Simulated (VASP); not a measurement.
# ZnBrF (P4/nmm) in VASP: notebook

Runs on ZnBrF. Level: PBE. Tasks: single point, relaxation of cell and atoms.

Program: VASP 6.6.1. These are calculated values, not measurements. Logs are shortened: lines on timing, memory, paths and dates and some standing lists are left out, and cuts for length are marked.

## (1) The cell of the first run

It takes space group P4/nmm (No. 129, tetragonal). Conventional cell: a = 4.366 Å, b = 4.366 Å, c = 5.791 Å, α = 90.00°, β = 90.00°, γ = 90.00°. Zn (site symmetry 4mm) has 4 F at 2.48 Å and 4 Br at 2.78 Å within 3.3 Å. Br (site symmetry -4m2) has 4 Zn at 2.78 Å and 2 F at 2.90 Å and 4 Br at 3.09 Å within 3.7 Å. F (site symmetry -4m2) has 4 Zn at 2.48 Å and 2 Br at 2.90 Å and 4 F at 3.09 Å within 3.3 Å.

## (2) Single point, PBE

Contents of INCAR:

```
SYSTEM = ZnBrF
ALGO = Normal
EDIFF = 1E-6
ENCUT = 520
GGA = PE
ISIF = 2
ISMEAR = 0
LASPH = .TRUE.
LCHARG = .FALSE.
LREAL = .FALSE.
LWAVE = .FALSE.
NBANDS = 35
NELM = 100
PREC = Accurate
SIGMA = 0.1
```

Contents of KPOINTS:

```
k-points
0
G
  10 10 8
  0 0 0
```

Contents of POSCAR:

```
ZnBrF
1.0
    4.3658201153      0.0000000000      0.0000000000
    0.0000000000      4.3658201153      0.0000000000
    0.0000000000      0.0000000000      5.7911789486
Zn Br F
2 2 2
Direct
    0.5000000000      0.0000000000      0.7963048805
    0.0000000000      0.5000000000      0.2036951195
    0.5000000000      0.5000000000      0.5000000000
    0.0000000000      0.0000000000      0.5000000000
    0.0000000000      0.0000000000      0.0000000000
    0.5000000000      0.5000000000      0.0000000000
```

Potentials or basis: VASP PAW PBE potentials, release 64 (Zn, Br, F).

Started as:

```
cat potpaw_PBE.64/Zn/POTCAR potpaw_PBE.64/Br/POTCAR potpaw_PBE.64/F/POTCAR > POTCAR
mpirun -np 1 vasp_std > vasp.out
```

OUTCAR:

```text
SYSTEM = ZnBrF
   EDIFF = 1E-6
   ENCUT = 520
   GGA = PE
   ISIF = 2
   ISMEAR = 0
   LASPH = .TRUE.
   LREAL = .FALSE.
   NELM = 100
   PREC = Accurate

 ion  position               nearest neighbor table
   1  0.500  0.000  0.796-   3 2.78   4 2.78   3 2.78   4 2.78
   2  0.000  0.500  0.204-   3 2.78   4 2.78   4 2.78   3 2.78
   3  0.500  0.500  0.500-   1 2.78   2 2.78   1 2.78   2 2.78
   4  0.000  0.000  0.500-   1 2.78   2 2.78   2 2.78   1 2.78
   5  0.000  0.000  0.000-
   6  0.500  0.500  0.000-

  LATTYP: Found a simple tetragonal cell.
 ALAT       =     4.3658201153
 C/A-ratio  =     1.3264813473

  Lattice vectors:

 A1 = (   4.3658201153,   0.0000000000,   0.0000000000)
 A2 = (   0.0000000000,   4.3658201153,   0.0000000000)
 A3 = (   0.0000000000,   0.0000000000,   5.7911789486)

Analysis of symmetry for initial positions (statically):
=====================================================================
 Subroutine PRICEL returns:
 Original cell was already a primitive cell.

 Routine SETGRP: Setting up the symmetry group for a
 simple tetragonal supercell.

 Subroutine GETGRP returns: Found 16 space group operations
 (whereof  8 operations were pure point group operations)
 out of a pool of 16 trial point group operations.

The static configuration has the point symmetry D_2d.
 The point group associated with its full space group is D_4h.

Analysis of symmetry for dynamics (positions and initial velocities):
=====================================================================
 Subroutine PRICEL returns:
 Original cell was already a primitive cell.

 Routine SETGRP: Setting up the symmetry group for a
 simple tetragonal supercell.

 Subroutine GETGRP returns: Found 16 space group operations
 (whereof  8 operations were pure point group operations)
 out of a pool of 16 trial point group operations.

The dynamic configuration has the point symmetry D_2d.
 The point group associated with its full space group is D_4h.

 Subroutine INISYM returns: Found 16 space group operations
 (whereof  8 operations are pure point group operations),
 and found     1 'primitive' translations

----------------------------------------------------------------------------------------

                                     Primitive cell

  volume of cell :     110.3821

  direct lattice vectors                    reciprocal lattice vectors
     4.365820115  0.000000000  0.000000000     0.229052039  0.000000000  0.000000000
     0.000000000  4.365820115  0.000000000     0.000000000  0.229052039  0.000000000
     0.000000000  0.000000000  5.791178949     0.000000000  0.000000000  0.172676412

  length of vectors
     4.365820115  4.365820115  5.791178949     0.229052039  0.229052039  0.172676412

  position of ions in fractional coordinates (direct lattice)
     0.500000000  0.000000000  0.796304881
     0.000000000  0.500000000  0.203695119
     0.500000000  0.500000000  0.500000000
     0.000000000  0.000000000  0.500000000
     0.000000000  0.000000000  0.000000000
     0.500000000  0.500000000  0.000000000

  ion indices of the primitive-cell ions
   primitive index   ion index
                 1           1
                 2           2
                 3           3
                 4           4
                 5           5
                 6           6

----------------------------------------------------------------------------------------

 KPOINTS: k-points

Automatic generation of k-mesh.
 Grid dimensions read from file:
 generate k-points for:   10   10    8

 Generating k-lattice:

  Cartesian coordinates                     Fractional coordinates (reciprocal lattice)
     0.022905204  0.000000000  0.000000000     0.100000000  0.000000000  0.000000000
     0.000000000  0.022905204  0.000000000     0.000000000  0.100000000  0.000000000
     0.000000000  0.000000000  0.021584551     0.000000000  0.000000000  0.125000000

  Length of vectors
     0.022905204  0.022905204  0.021584551

  Shift w.r.t. Gamma in fractional coordinates (k-lattice)
     0.000000000  0.000000000  0.000000000

 Subroutine IBZKPT returns following result:
 ===========================================

 Found    105 irreducible k-points:

 Following reciprocal coordinates:
            Coordinates               Weight
  0.000000  0.000000  0.000000      1.000000
  0.100000  0.000000  0.000000      4.000000
  0.200000  0.000000  0.000000      4.000000
  0.300000  0.000000  0.000000      4.000000
  0.400000  0.000000  0.000000      4.000000
  0.500000  0.000000  0.000000      2.000000
[... 16 lines left out ...]
  0.100000  0.000000  0.125000      8.000000
  0.200000  0.000000  0.125000      8.000000
 [... further k-points ...]
   k-points           NKPTS =    105   k-points in BZ     NKDIM =    105   number of bands    NBANDS=     35
   number of dos      NEDOS =    301   number of ions     NIONS =      6
   total plane-waves  NPLWV =  49152
   dimension x,y,z NGX =    32 NGY =   32 NGZ =   48
   dimension x,y,z NGXF=    64 NGYF=   64 NGZF=   96
   ions per type =               2   2   2
   NGX,Y,Z   is equivalent  to a cutoff of  12.19, 12.19, 13.78 a.u.
   NGXF,Y,Z  is equivalent  to a cutoff of  24.37, 24.37, 27.56 a.u.
 SYSTEM =  ZnBrF
   PREC   = accura    normal or accurate (medium, high low for compatibility)
   ISTART =      0    job   : 0-new  1-cont  2-samecut
   ICHARG =      2    charge: 1-file 2-atom 10-const
   ISPIN  =      1    spin polarized calculation?
   LNONCOLLINEAR =      F non collinear calculations
   LSORBIT =      F    spin-orbit coupling
   LASPH  =      T    aspherical Exc in radial PAW
   ENCUT  =  520.0 eV  38.22 Ry    6.18 a.u.   8.12  8.12 10.77*2*pi/ulx,y,z
   NELM   =    100;   NELMIN=  2; NELMDL= -5     # of ELM steps
   EDIFF  = 0.1E-05   stopping-criterion for ELM
   LREAL  =      F    real-space projection
   EDIFFG = 0.1E-04   stopping-criterion for IOM
   NSW    =      0    number of steps for IOM
   IBRION =     -1    ionic relax: 0-MD 1-quasi-New 2-CG
   NFREE  =      0    steps in history (QN), initial steepest desc. (CG)
   ISIF   =      2    stress and relaxation
   ISYM   =      2    0-nonsym 1-usesym 2-fastsym
   POTIM  = 0.5000    time-step for ionic-motion
   TEBEG  =    0.0;   TEEND  =   0.0 temperature during run
   PSTRESS=    0.0 pullay stress
   NELECT =      52.0000    total number of electrons
   NUPDOWN=      -1.0000    fix difference up-down
   EMIN   =  10.00;   EMAX   =-10.00  energy-range for DOS
   EFERMI =   0.00;   METHOD = LEGACY
   ISMEAR =     0;   SIGMA  =   0.10  broadening in eV -4-tet -1-fermi 0-gaus
   EFERMI_NEDOS =   21; number of points for ismear=-14 and -15
   IALGO  =     38    algorithm
   IMIX   =      4    mixing-type and parameters
     AMIX     =   0.40;   BMIX     =  1.00
     AMIX_MAG =   1.60;   BMIX_MAG =  1.00
  volume/ion in A,a.u.               =      18.40       124.15
  Fermi-wavevector in a.u.,A,eV,Ry     =   1.273825  2.407180 22.077219  1.622630
  Thomas-Fermi vector in A             =   2.406627
   LORBIT       =      0    0 simple, 1 ext, 2 COOP (PROOUT), +10 PAW based schemes
   GGA     = PE    functional components
   LHFCALC =     F    Hartree Fock is set to
   AEXX    =    0.0000 exact exchange contribution
   IVDW    =     0    specifies the selected vdW correction
   LEPSILON=     F    determine dielectric tensor
   LRPA    =     F    only Hartree local field effects (RPA)
 non-spin polarized calculation
 Gauss-broadening in eV      SIGMA  =   0.10
  energy-cutoff  :      520.00
  volume of cell :      110.38
 maximum number of plane-waves:      3008
   NGX = 17   NGY = 17   NGZ = 21

 number of electron      51.9999972 magnetization

 Free energy of the ion-electron system (eV)
  ---------------------------------------------------
  ext. energy  EPLUGINS =         0.00000000
  ---------------------------------------------------
  free energy    TOTEN  =       -14.69734490 eV

  energy without entropy =      -14.69193405  energy(sigma->0) =      -14.69463948

 E-fermi :   2.0376     XC(G=0):  -9.4988

 val. band max:        2.0067739158   @ k =   0.2000   0.0000   0.0000
 cond. band min:       2.0420680175   @ k =   0.2000   0.1000   0.0000
 fundamental gap:      0.0352941018
 Fermi energy:         2.0375852888

 k-point     1 :       0.0000    0.0000    0.0000
  band No.  band energies     occupation
      1     -20.7997      2.00000
      2     -20.5416      2.00000
      3     -14.0229      2.00000
      4     -12.0211      2.00000
      5      -5.3294      2.00000
      6      -5.3294      2.00000
[... 27 lines left out ...]
     34      10.0909      0.00000
     35      10.0909      0.00000

 k-point     2 :       0.1000    0.0000    0.0000
  band No.  band energies     occupation
      1     -20.7931      2.00000
      2     -20.5473      2.00000
      3     -13.9813      2.00000
      4     -12.0790      2.00000
      5      -5.3210      2.00000
      6      -5.3210      2.00000
[... 27 lines left out ...]
     34      10.0511      0.00000
     35      10.2815      0.00000

 k-point     3 :       0.2000    0.0000    0.0000
  band No.  band energies     occupation
      1     -20.7734      2.00000
      2     -20.5642      2.00000
      3     -13.8589      2.00000
      4     -12.2438      2.00000
      5      -5.2974      2.00000
      6      -5.2784      2.00000
[... 27 lines left out ...]
     34       9.9112      0.00000
     35       9.9156      0.00000
[... 723 lines left out ...]
 k-point    23 :       0.1000    0.0000    0.1250
  band No.  band energies     occupation
      1     -20.7924      2.00000
      2     -20.5469      2.00000
      3     -13.9874      2.00000
      4     -12.0841      2.00000
      5      -5.3157      2.00000
      6      -5.3120      2.00000
[... 27 lines left out ...]
     34      10.0674      0.00000
     35      10.3047      0.00000

 k-point    24 :       0.2000    0.0000    0.1250
  band No.  band energies     occupation
      1     -20.7729      2.00000
      2     -20.5639      2.00000
      3     -13.8648      2.00000
      4     -12.2489      2.00000
      5      -5.2939      2.00000
      6      -5.2775      2.00000
[... 27 lines left out ...]
     34       9.9213      0.00000
     35      10.1299      0.00000

 [... further k-points ...]

------------------------ aborting loop because EDIFF is reached ----------------------------------------

  FORCE on cell =-STRESS in cart. coord.  units (eV):
  Direction    XX          YY          ZZ          XY          YZ          ZX
  --------------------------------------------------------------------------------------
  -------------------------------------------------------------------------------------
  Total        0.0224184      0.0224184      0.0401903      0.0000000      0.0000000     -0.0000000
  in kB        0.3253993      0.3253993      0.5833547      0.0000000      0.0000000     -0.0000000
  external PRESSURE =       0.4113844 kB  Pullay stress =       0.0000000 kB

 VOLUME and BASIS-vectors are now :
 -----------------------------------------------------------------------------
  energy-cutoff  :      520.00
  volume of cell :      110.38
      direct lattice vectors                 reciprocal lattice vectors
     4.365820115  0.000000000  0.000000000     0.229052039  0.000000000  0.000000000
     0.000000000  4.365820115  0.000000000     0.000000000  0.229052039  0.000000000
     0.000000000  0.000000000  5.791178949     0.000000000  0.000000000  0.172676412

 POSITION                                       TOTAL-FORCE (eV/Angst)
 -----------------------------------------------------------------------------------
      2.18291      0.00000      4.61154         0.000000     -0.000000      0.002524
      0.00000      2.18291      1.17963        -0.000000      0.000000     -0.002524
      2.18291      2.18291      2.89559         0.000000     -0.000000      0.000000
      0.00000      0.00000      2.89559         0.000000      0.000000      0.000000
      0.00000      0.00000      0.00000         0.000000      0.000000      0.000000
      2.18291      2.18291      0.00000         0.000000     -0.000000      0.000000
 -----------------------------------------------------------------------------------
    total drift:                                0.000000     -0.000000     -0.000000

  FREE ENERGIE OF THE ION-ELECTRON SYSTEM (eV)
  ---------------------------------------------------
  free  energy   TOTEN  =       -14.6973449033 eV

  energy  without entropy=      -14.6919340522  energy(sigma->0) =      -14.69463948
```

Run time: 2.9 min. Hardware: 1 thread of AMD EPYC 9R45 (Zen 5), shared host; peak memory 0.43 GiB.

What came out:

```yaml
Free_energy: -14.6973 eV
Pressure: 0.0 GPa
Band_gap_on_the_k_mesh: zero (bands 26 and 27 overlap by 0.77 eV)
```

Forces in eV/Å, atoms in the order of the input:
```
Zn   0.000  0.000  0.003
Zn   0.000  0.000 -0.003
Br   0.000  0.000  0.000
Br   0.000  0.000  0.000
F    0.000  0.000  0.000
F    0.000  0.000  0.000
```

Levels at points of the mesh, in eV from the Fermi level:
```tsv
k point	band 22	band 23	band 24	band 25	band 26	band 27	band 28	band 29	band 30	band 31
(0.00, 0.00, 0.00)	-3.83	-2.65	-1.17	-1.14	-0.67	-0.67	1.24	4.90	5.03	5.10
(0.50, 0.00, 0.00)	-3.51	-2.82	-2.82	-1.97	-1.97	1.60	1.60	5.29	5.29	6.64
(0.50, 0.50, 0.00)	-3.61	-1.77	-1.77	0.10	0.10	1.23	1.23	4.76	4.76	5.56
(0.00, 0.00, 0.50)	-3.75	-3.75	-1.89	-0.70	-0.70	0.80	0.90	2.84	5.24	5.44
(0.50, 0.00, 0.50)	-3.88	-3.01	-3.01	-2.96	-2.96	1.89	1.89	6.06	6.06	6.69
(0.50, 0.50, 0.50)	-3.61	-3.26	-3.26	0.09	0.09	1.40	1.40	6.80	6.80	6.89
```

## (3) Single point, PBE

This run uses another cell than the first one, of 10.32 Å³/atom.

Contents of INCAR:

```
SYSTEM = ZnBrF
ALGO = Normal ; EDIFF = 1E-6
ENCUT = 520 ; GGA = PE
ISIF = 2 ; ISMEAR = 0
LASPH = .TRUE. ; LCHARG = .FALSE.
LREAL = .FALSE. ; LWAVE = .FALSE.
NBANDS = 35 ; NELM = 60
PREC = Accurate ; SIGMA = 0.1
```

Contents of KPOINTS:

```
k-points
0
G
  6 6 4
  0 0 0
```

Contents of POSCAR:

```
ZnBrF
1.0
    3.5245721000      0.0000000000      0.0000000000
    0.0000000000      3.5245721000      0.0000000000
    0.0000000000      0.0000000000      4.9844976700
Zn Br F
2 2 2
Direct
    0.5000000000      0.0000000000      0.7500000000
    0.0000000000      0.5000000000      0.2500000000
    0.5000000000      0.5000000000      0.5000000000
    0.0000000000      0.0000000000      0.5000000000
    0.0000000000      0.0000000000      0.0000000000
    0.5000000000      0.5000000000      0.0000000000
```

Potentials or basis: VASP PAW PBE potentials, release 64 (Zn, Br, F).

Started as:

```
cat potpaw_PBE.64/Zn/POTCAR potpaw_PBE.64/Br/POTCAR potpaw_PBE.64/F/POTCAR > POTCAR
mpirun -np 1 vasp_std > vasp.out
```

Wall time 34 s (1 thread of Intel Xeon 6975P-C (Granite Rapids), shared host); peak memory 0.21 GiB.

The run converged. Its results:

```yaml
Free_energy: -0.5910 eV
Pressure: 139.9 GPa
Largest_force: 8.168 eV/Å
Band_gap_on_the_k_mesh: zero (bands 26 and 27 overlap by 1.74 eV)
```

Forces on the atoms (eV/Å):
```
Zn   0.000  0.000  8.168
Zn   0.000  0.000 -8.168
Br   0.000  0.000  0.000
Br   0.000  0.000  0.000
F    0.000  0.000  0.000
F    0.000  0.000  0.000
```

Stress tensor (GPa, compression positive):
```
155.33   0.00   0.00
  0.00 155.33   0.00
  0.00   0.00 109.18
```

Levels at points of the mesh, in eV from the Fermi level:
```csv
k point,band 22,band 23,band 24,band 25,band 26,band 27,band 28,band 29,band 30,band 31
"(0.00, 0.00, 0.00)",-6.16,-5.89,-1.95,-1.48,-1.06,-1.06,-0.30,2.56,2.56,4.91
"(0.50, 0.00, 0.00)",-5.92,-5.25,-5.25,-4.27,-4.27,3.07,3.07,5.36,5.36,5.67
"(0.50, 0.50, 0.00)",-5.92,-3.66,-3.66,-0.41,-0.41,1.32,1.32,6.30,6.30,6.46
"(0.00, 0.00, 0.50)",-6.03,-6.03,-2.88,-1.53,-1.10,-1.10,2.65,3.01,3.79,3.79
"(0.50, 0.00, 0.50)",-6.68,-5.47,-5.47,-5.29,-5.29,3.69,3.69,6.31,6.31,6.61
"(0.50, 0.50, 0.50)",-6.75,-5.94,-5.94,0.65,0.65,1.32,1.32,6.41,6.41,9.30
```

Caveat: the cell stands under pressure; forces of over 1 eV/Å act on the atoms, so gaps and moduli don't describe the material at rest.

## (4) Single point, PBE

This run uses another cell than the first one, of 18.28 Å³/atom.

Contents of INCAR:

```
PREC     = Accurate       # precision mode
ENCUT    = 520            # plane-wave cutoff, eV
EDIFF    = 1E-7           # SCF threshold, eV
ISMEAR   = 0              # smearing method
SIGMA    = 0.1            # smearing width, eV
LREAL    = False          # projectors in reciprocal space
LASPH    = True           # aspherical terms in the spheres
NELM     = 80             # most SCF steps
ALGO     = Normal         # electronic algorithm
ISIF     = 2              # what is computed and relaxed
LWAVE    = False          # write WAVECAR
LCHARG   = True           # write CHGCAR
GGA      = PE             # functional
LELF     = True           # ELF
LVHAR    = True         
NBANDS   = 35             # bands
```

Contents of KPOINTS:

```
Automatic mesh
0
Gamma
  6 6 4
```

Contents of POSCAR:

```
ZnBrF
1.0
    4.3485479197      0.0000000000      0.0000000000
    0.0000000000      4.3485479197      0.0000000000
    0.0000000000      0.0000000000      5.7991910001
Zn Br F
2 2 2
Direct
    0.5000000000      0.0000000000      0.8007597767
    0.0000000000      0.5000000000      0.1992402233
    0.5000000000      0.5000000000      0.5000000000
    0.0000000000      0.0000000000      0.5000000000
    0.0000000000      0.0000000000      0.0000000000
    0.5000000000      0.5000000000      0.0000000000
```

Started as:

```
cat potpaw_PBE.64/Zn/POTCAR potpaw_PBE.64/Br/POTCAR potpaw_PBE.64/F/POTCAR > POTCAR
mpirun -np 1 vasp_std > vasp.out
```

It took 59 s on 1 thread of Intel Xeon 6975P-C (Granite Rapids), shared host; peak memory 0.27 GiB.

The run converged. Its results:

```
Free energy            : -14.7017 eV
Pressure               : 0.3 GPa
Largest force          : 0.003 eV/Å
Band gap on the k mesh : zero (bands 26 and 27 overlap by 0.77 eV)
```

Forces on the atoms (eV/Å):
```
Zn   0.000  0.000 -0.003
Zn   0.000  0.000  0.003
Br   0.000  0.000  0.000
Br   0.000  0.000  0.000
F    0.000  0.000  0.000
F    0.000  0.000  0.000
```

Stress tensor (GPa, compression positive):
```
0.23 0.00 0.00
0.00 0.23 0.00
0.00 0.00 0.33
```

Levels at points of the mesh, in eV from the Fermi level:
```
           k point  band 23  band 24  band 25  band 26  band 27  band 28  band 29  band 30
(0.00, 0.00, 0.00)    -2.72    -1.20    -1.18    -0.62    -0.62     1.26     4.91     5.07
(0.50, 0.00, 0.00)    -2.83    -2.83    -2.02    -2.02     1.59     1.59     5.27     5.27
(0.50, 0.50, 0.00)    -1.82    -1.82     0.15     0.15     1.22     1.22     4.74     4.74
(0.00, 0.00, 0.50)    -3.84    -1.90    -0.65    -0.65     0.82     0.87     2.86     5.23
(0.50, 0.00, 0.50)    -3.03    -3.03    -2.96    -2.96     1.88     1.88     6.01     6.01
(0.50, 0.50, 0.50)    -3.27    -3.27     0.14     0.14     1.39     1.39     6.76     6.76
```

(Continued in part 2 of 2.)
